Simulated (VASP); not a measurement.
# Ni (Im-3m) in VASP: a series of runs, part 2 of 2

VASP 6.6.1.

## Step 4: Relaxation of cell and atoms, r2SCAN+D3(BJ), collinear spin, ferromagnetic start, target pressure 2 GPa, at which the enthalpy is minimised

POSCAR

```
Ni
1.0
    2.3966650188     -0.0000000133     -0.0000000230
   -0.7988883271      2.2595974538     -0.0000000230
   -0.7988883271     -1.1297986937      1.9568688164
Ni
1
Direct
    0.0000000000      0.0000000000      0.0000000000
```

INCAR.step1

```
SYSTEM = Ni
PREC     = Accurate       ! precision mode
ENCUT    = 600            ! plane-wave cutoff, eV
ISMEAR   = -1             ! smearing method
SIGMA    = 0.1            ! smearing width, eV
LREAL    = .FALSE.        ! projectors in reciprocal space
LASPH    = .TRUE.         ! aspherical terms in the spheres
NELM     = 150            ! most SCF steps
ISPIN    = 2              ! spin polarisation
MAGMOM   = 1              ! initial moments
LMAXMIX  = 4              ! l up to which the mixer works
GGA      = PE             ! functional
ALGO     = Normal         ! electronic algorithm
EDIFF    = 1E-4           ! SCF threshold, eV
LWAVE    = .TRUE.         ! write WAVECAR
LCHARG   = .FALSE.        ! write CHGCAR
```

INCAR.step2

```
SYSTEM = Ni
PREC     = Accurate       ! precision mode
ENCUT    = 600            ! plane-wave cutoff, eV
EDIFF    = 1E-6           ! SCF threshold, eV
ISMEAR   = -1             ! smearing method
SIGMA    = 0.1            ! smearing width, eV
LREAL    = .FALSE.        ! projectors in reciprocal space
LASPH    = .TRUE.         ! aspherical terms in the spheres
NELM     = 150            ! most SCF steps
ALGO     = Normal         ! electronic algorithm
ISIF     = 3              ! what is computed and relaxed
LWAVE    = .FALSE.        ! write WAVECAR
LCHARG   = .FALSE.        ! write CHGCAR
ISPIN    = 2              ! spin polarisation
MAGMOM   = 1              ! initial moments
LORBIT   = 11             ! projections on sites
LMAXMIX  = 4              ! l up to which the mixer works
METAGGA  = R2SCAN         ! meta-GGA
LMIXTAU  = .TRUE.       
IVDW     = 12             ! dispersion correction
VDW_S6   = 1.0          
VDW_S8   = 0.78981345   
VDW_A1   = 0.49484001   
VDW_A2   = 5.73083694   
IBRION   = 2              ! ionic algorithm
NSW      = 80             ! ionic steps
EDIFFG   = -0.02          ! ionic threshold
PSTRESS  = 20.0         
ISTART   = 1
```

KPOINTS

```
regular mesh
0
G
  17 17 17
  0 0 0
```

Potentials or basis: VASP PAW PBE potentials, release 64 (Ni).

Started as:

```sh
$ cat potpaw_PBE.64/Ni/POTCAR > POTCAR
$ cp INCAR.step1 INCAR
$ mpirun -np 1 vasp_std > vasp.out
$ cp INCAR.step2 INCAR
$ mpirun -np 1 vasp_std > vasp.out
```

OUTCAR:

```text
SYSTEM = Ni
   PREC = Accurate
   ENCUT = 600
   EDIFF = 1E-6
   ISMEAR = -1
   LREAL = .FALSE.
   LASPH = .TRUE.
   NELM = 150
   ISIF = 3
   ISPIN = 2
   LORBIT = 11
   METAGGA = R2SCAN
   IVDW = 12
   IBRION = 2
   NSW = 80
   EDIFFG = -0.02
   PSTRESS = 20.0
   ISTART = 1
 IVDW          = 12

 ion  position               nearest neighbor table
   1  0.000  0.000  0.000-

  LATTYP: Found a body centered cubic cell.
 ALAT       =     2.7674303875

  Lattice vectors:

 A1 = (   2.3966650188,  -0.0000000133,  -0.0000000230)
 A2 = (  -0.7988883271,   2.2595974538,  -0.0000000230)
 A3 = (  -0.7988883271,  -1.1297986937,   1.9568688164)

Analysis of symmetry for initial positions (statically):
=====================================================================
 Subroutine PRICEL returns:
 Original cell was already a primitive cell.

 Routine SETGRP: Setting up the symmetry group for a
 body centered cubic supercell.

 Subroutine GETGRP returns: Found 48 space group operations
 (whereof 48 operations were pure point group operations)
 out of a pool of 48 trial point group operations.

The static configuration has the point symmetry O_h .

Analysis of symmetry for dynamics (positions and initial velocities):
=====================================================================
 Subroutine PRICEL returns:
 Original cell was already a primitive cell.

 Routine SETGRP: Setting up the symmetry group for a
 body centered cubic supercell.

 Subroutine GETGRP returns: Found 48 space group operations
 (whereof 48 operations were pure point group operations)
 out of a pool of 48 trial point group operations.

The dynamic configuration has the point symmetry O_h .

Analysis of structural, dynamic, and magnetic symmetry:
=====================================================================
 Subroutine PRICEL returns:
 Original cell was already a primitive cell.

 Routine SETGRP: Setting up the symmetry group for a
 body centered cubic supercell.

 Subroutine GETGRP returns: Found 48 space group operations
 (whereof 48 operations were pure point group operations)
 out of a pool of 48 trial point group operations.

The overall configuration has the point symmetry O_h .

 Subroutine INISYM returns: Found 48 space group operations
 (whereof 48 operations are pure point group operations),
 and found     1 'primitive' translations

----------------------------------------------------------------------------------------

                                     Primitive cell

  volume of cell :      10.5974

  direct lattice vectors                    reciprocal lattice vectors
     2.396665019 -0.000000013 -0.000000023     0.417246465  0.147518903  0.255510226
    -0.798888327  2.259597454 -0.000000023     0.000000005  0.442556708  0.255510226
    -0.798888327 -1.129798694  1.956868816     0.000000005  0.000000007  0.511020465

  length of vectors
     2.396665019  2.396665019  2.396665019     0.511020465  0.511020465  0.511020465

  position of ions in fractional coordinates (direct lattice)
     0.000000000  0.000000000  0.000000000

  ion indices of the primitive-cell ions
   primitive index   ion index
                 1           1

----------------------------------------------------------------------------------------

 KPOINTS: regular mesh

Automatic generation of k-mesh.
[... 26 lines left out ...]
  0.176471  0.000000  0.000000     12.000000
  0.235294  0.000000  0.000000     12.000000
  0.294118  0.000000  0.000000     12.000000
[... 16 lines left out ...]
  0.411765  0.117647  0.000000     48.000000
  0.176471  0.176471  0.000000     24.000000
 [... further k-points ...]
   k-points           NKPTS =    165   k-points in BZ     NKDIM =    165   number of bands    NBANDS=     10
   number of dos      NEDOS =    301   number of ions     NIONS =      1
   total plane-waves  NPLWV =   8000
   dimension x,y,z NGX =    20 NGY =   20 NGZ =   20
   dimension x,y,z NGXF=    40 NGYF=   40 NGZF=   40
   ions per type =               1
   NGX,Y,Z   is equivalent  to a cutoff of  13.87, 13.87, 13.87 a.u.
   NGXF,Y,Z  is equivalent  to a cutoff of  27.75, 27.75, 27.75 a.u.
 SYSTEM =  Ni
   PREC   = accura    normal or accurate (medium, high low for compatibility)
   ISTART =      1    job   : 0-new  1-cont  2-samecut
   ICHARG =      0    charge: 1-file 2-atom 10-const
   ISPIN  =      2    spin polarized calculation?
   LNONCOLLINEAR =      F non collinear calculations
   LSORBIT =      F    spin-orbit coupling
   LASPH  =      T    aspherical Exc in radial PAW
   ENCUT  =  600.0 eV  44.10 Ry    6.64 a.u.   4.79  4.79  4.79*2*pi/ulx,y,z
   NELM   =    150;   NELMIN=  2; NELMDL=  0     # of ELM steps
   EDIFF  = 0.1E-05   stopping-criterion for ELM
   LREAL  =      F    real-space projection
   EDIFFG = -.2E-01   stopping-criterion for IOM
   NSW    =     80    number of steps for IOM
   IBRION =      2    ionic relax: 0-MD 1-quasi-New 2-CG
   NFREE  =      1    steps in history (QN), initial steepest desc. (CG)
   ISIF   =      3    stress and relaxation
   ISYM   =      2    0-nonsym 1-usesym 2-fastsym
   POTIM  = 0.5000    time-step for ionic-motion
   TEBEG  =    0.0;   TEEND  =   0.0 temperature during run
   PSTRESS=   20.0 pullay stress
   NELECT =      10.0000    total number of electrons
   NUPDOWN=      -1.0000    fix difference up-down
   EMIN   =  10.00;   EMAX   =-10.00  energy-range for DOS
   EFERMI =   0.00;   METHOD = LEGACY
   ISMEAR =    -1;   SIGMA  =   0.10  broadening in eV -4-tet -1-fermi 0-gaus
   EFERMI_NEDOS =   21; number of points for ismear=-14 and -15
   IALGO  =     38    algorithm
   IMIX   =      4    mixing-type and parameters
     AMIX     =   0.40;   BMIX     =  1.00
     AMIX_MAG =   1.60;   BMIX_MAG =  1.00
  volume/ion in A,a.u.               =      10.60        71.51
  Fermi-wavevector in a.u.,A,eV,Ry     =   1.605738  3.034406 35.081204  2.578396
  Thomas-Fermi vector in A             =   2.702037
   LORBIT       =     11    0 simple, 1 ext, 2 COOP (PROOUT), +10 PAW based schemes
   METAGGA = R2SCAN    functional components
   LHFCALC =     F    Hartree Fock is set to
   AEXX    =    0.0000 exact exchange contribution
   IVDW    =    12    specifies the selected vdW correction
   LEPSILON=     F    determine dielectric tensor
   LRPA    =     F    only Hartree local field effects (RPA)
 conjugate gradient relaxation of ions
 spin polarized calculation
  energy-cutoff  :      600.00
  volume of cell :       10.60
 maximum number of plane-waves:       370
   NGX =  9   NGY =  9   NGZ =  9

--------------------------------------- Ionic step        1  -------------------------------------------

 number of electron      10.0000001 magnetization       0.6422848

 Free energy of the ion-electron system (eV)
  ---------------------------------------------------
  ext. energy  EPLUGINS =         0.00000000
  ---------------------------------------------------
  free energy    TOTEN  =       -11.85160357 eV

  energy without entropy =      -11.80884036  energy(sigma->0) =      -11.83022197

------------------------ aborting loop because EDIFF is reached ----------------------------------------

 Edisp (eV)   -0.22310

 E8    (eV) :    -0.0753
[... 32 lines left out ...]
--------------------------------------- Ionic step        2  -------------------------------------------

 number of electron      10.0000007 magnetization       0.6196045

 E-fermi :  10.2222     XC(G=0): -14.8886

 val. band max:       10.2199446653   @ k =  -0.2941   0.4706   0.0588
 cond. band min:      10.2293194199   @ k =   0.4118   0.1765   0.0000
 fundamental gap:      0.0093747546
 Fermi energy:        10.2222280309

 spin component 1

 k-point     1 :       0.0000    0.0000    0.0000
  band No.  band energies     occupation
      1       0.4496      1.00000
      2       7.3872      1.00000
      3       7.3872      1.00000
      4       7.3872      1.00000
      5       9.0108      0.99999
      6       9.0108      0.99999
      7      38.5082      0.00000
      8      38.5082      0.00000
      9      38.5082      0.00000
     10      44.0772      0.00000
[... 655 lines left out ...]
--------------------------------------- Ionic step        3  -------------------------------------------

 number of electron      10.0000008 magnetization       0.6324165

 Free energy of the ion-electron system (eV)
  ---------------------------------------------------
  ext. energy  EPLUGINS =         0.00000000
  ---------------------------------------------------
  free energy    TOTEN  =       -11.84733827 eV

  energy without entropy =      -11.80554461  energy(sigma->0) =      -11.82644144

 E-fermi :   9.8408     XC(G=0): -14.7067

 val. band max:        9.8400490709   @ k =  -0.2941   0.4706   0.0588
 cond. band min:       9.8473234350   @ k =   0.4706   0.0000   0.0000
 fundamental gap:      0.0072743641
 Fermi energy:         9.8408363157

 spin component 1

 k-point     1 :       0.0000    0.0000    0.0000
  band No.  band energies     occupation
      1       0.2530      1.00000
      2       7.0607      1.00000
      3       7.0608      1.00000
      4       7.0608      1.00000
      5       8.6324      0.99999
      6       8.6324      0.99999
      7      37.8375      0.00000
      8      37.8375      0.00000
      9      37.8375      0.00000
     10      43.2095      0.00000
[... 651 lines left out ...]
  energy  without entropy=      -12.0338566503  energy(sigma->0) =      -12.05475348

  enthalpy is  TOTEN    =       -11.9464145163 eV   P V=        0.1292357890

 reached required accuracy - stopping structural energy minimisation

 total charge

# of ion       s       p       d       tot
------------------------------------------
    1        0.527   0.550   8.366   9.443

 magnetization (x)

# of ion       s       p       d       tot
------------------------------------------
    1       -0.007  -0.030   0.682   0.645
```

It took 7.7 min on 1 thread of Oxide Virtual Turin-like, shared host; peak memory 0.13 GiB.

Results:

| Property | Result |
| --- | --- |
| Free energy | -12.0757 eV |
| Relaxed volume | 10.35 Å³/atom |
| Relaxed cell | a = 2.378 Å, b = 2.378 Å, c = 2.378 Å, α = 109.47°, β = 109.47°, γ = 109.47° |
| Space group after relaxing (to 0.1 Å) | Im-3m (No. 229) |
| Energy change on relaxing (the run minimises the enthalpy) | -0.9 meV/atom |
| Ionic steps | 3 |
| Pressure after relaxing | 1.8 GPa |
| Net moment | 0.63 μB per cell |
| Site moments | Ni +0.65 μB |
| Valence electrons inside the program's atomic spheres | Ni 9.44 |
| Dispersion energy per atom | -0.228 eV |

The path:
```csv
step,energy change (eV),largest force (eV/Å),pressure (GPa),volume (Å³)
1,0.0000,0.0000,-3.12,10.60
2,0.0075,0.0000,8.35,10.09
3,-0.0009,0.0000,1.78,10.35
```

Final structure:
```xyz
1
Lattice="2.3781 0.0000 0.0000 -0.7927 2.2421 0.0000 -0.7927 -1.1210 1.9417" Properties=species:S:1:pos:R:3 pbc="T T T"
Ni    0.0000    0.0000    0.0000
```

Caveat: the cell is relaxed towards a set pressure, so the run minimises the enthalpy, not the energy; the PAW data sets were made with another functional, which shifts forces and pressure a little.

## Step 5: Relaxation of cell and atoms, r2SCAN+D3(BJ), collinear spin, ferromagnetic start, target pressure 4 GPa, at which the enthalpy is minimised

POSCAR is that of step 4.

INCAR.step1

```
ALGO = Normal
EDIFF = 1E-4
ENCUT = 600
GGA = PE
ISMEAR = -1
ISPIN = 2
LASPH = True
LCHARG = False
LMAXMIX = 4
LREAL = False
LWAVE = True
MAGMOM = 1
NELM = 150
PREC = Accurate
SIGMA = 0.1
```

INCAR.step2

```
ALGO = Normal
EDIFF = 1E-7
EDIFFG = -0.02
ENCUT = 600
IBRION = 2
ISIF = 3
ISMEAR = -1
ISPIN = 2
ISTART = 1
IVDW = 12
LASPH = True
LCHARG = False
LMAXMIX = 4
LMIXTAU = True
LORBIT = 11
LREAL = False
LWAVE = False
MAGMOM = 1
METAGGA = R2SCAN
NELM = 150
NSW = 80
PREC = Accurate
PSTRESS = 40.0
SIGMA = 0.1
VDW_A1 = 0.49484001
VDW_A2 = 5.73083694
VDW_S6 = 1.0
VDW_S8 = 0.78981345
```

KPOINTS

```
k-points
0
Gamma
  17 17 17
```

Started as:

```sh
$ cat potpaw_PBE.64/Ni/POTCAR > POTCAR
$ cp INCAR.step1 INCAR
$ mpirun -np 1 vasp_std > vasp.out
$ cp INCAR.step2 INCAR
$ mpirun -np 1 vasp_std > vasp.out
```

It took 14 min on 1 thread of Oxide Virtual Turin-like, shared host; peak memory 0.14 GiB.

It converged, with:

```
Free energy                                                : -12.0741 eV
Relaxed volume                                             : 10.27 Å³/atom
Relaxed cell                                               : a = 2.371 Å, b = 2.371 Å, c = 2.371 Å, α = 109.47°, β = 109.47°, γ = 109.47°
Space group after relaxing (to 0.1 Å)                      : Im-3m (No. 229)
Energy change on relaxing (the run minimises the enthalpy) : +0.6 meV/atom
Ionic steps                                                : 3
Pressure after relaxing                                    : 3.9 GPa
Net moment                                                 : 0.63 μB per cell
Site moments                                               : Ni +0.64 μB
Valence electrons inside the program's atomic spheres      : Ni 9.46
Dispersion energy per atom                                 : -0.230 eV
```

The path:
| step | energy change (eV) | largest force (eV/Å) | pressure (GPa) | volume (Å³) |
| --- | --- | --- | --- | --- |
| 1 | 0.0000 | 0.0000 | -3.12 | 10.60 |
| 2 | 0.0208 | 0.0000 | 13.64 | 9.89 |
| 3 | 0.0006 | 0.0000 | 3.91 | 10.27 |

Final structure:
```
Ni
1.0
     2.37145    0.00000    0.00000
    -0.79048    2.23582    0.00000
    -0.79048   -1.11791    1.93628
Ni
1
Direct
  0.00000 0.00000 0.00000
```

Levels at points of the mesh, in eV from the Fermi level:
Spin up:
```
           k point  band 1  band 2  band 3  band 4  band 5  band 6  band 7  band 8  band 9  band 10
(0.00, 0.00, 0.00)   -9.65   -2.80   -2.80   -2.80   -1.21   -1.21   28.09   28.09   28.09    33.52
```
Spin down:
```
           k point  band 3  band 4  band 5  band 6  band 7  band 8
(0.00, 0.00, 0.00)   -1.69   -1.69   -0.53   -0.53   28.07   28.07
```

Caveat: the cell is relaxed towards a set pressure, so the run minimises the enthalpy, not the energy; the PAW data sets were made with another functional, which shifts forces and pressure a little.

## Step 6: Overview

```csv
cell,gap on the mesh (eV),pressure (GPa),moment (μB)
relaxed to 6 GPa,none,5.7,0.62
relaxed to 8 GPa,none,7.8,0.62
relaxed to 2 GPa,none,1.8,0.63
relaxed to 4 GPa,none,3.9,0.63
```

Alike in all rows: task relaxation of cell and atoms; level r2SCAN+D3(BJ); potentials or basis VASP PAW PBE potentials, release 64 (Ni); spin collinear, ferromagnetic start; k mesh 17 × 17 × 17; cutoff (eV) 600; smearing fermi-dirac 0.1 eV.

Caveats: the cell is relaxed towards a set pressure, so the run minimises the enthalpy, not the energy; the PAW data sets were made with another functional, which shifts forces and pressure a little.

Total energies depend on the potentials used, so only differences within one code and one set of settings carry meaning.
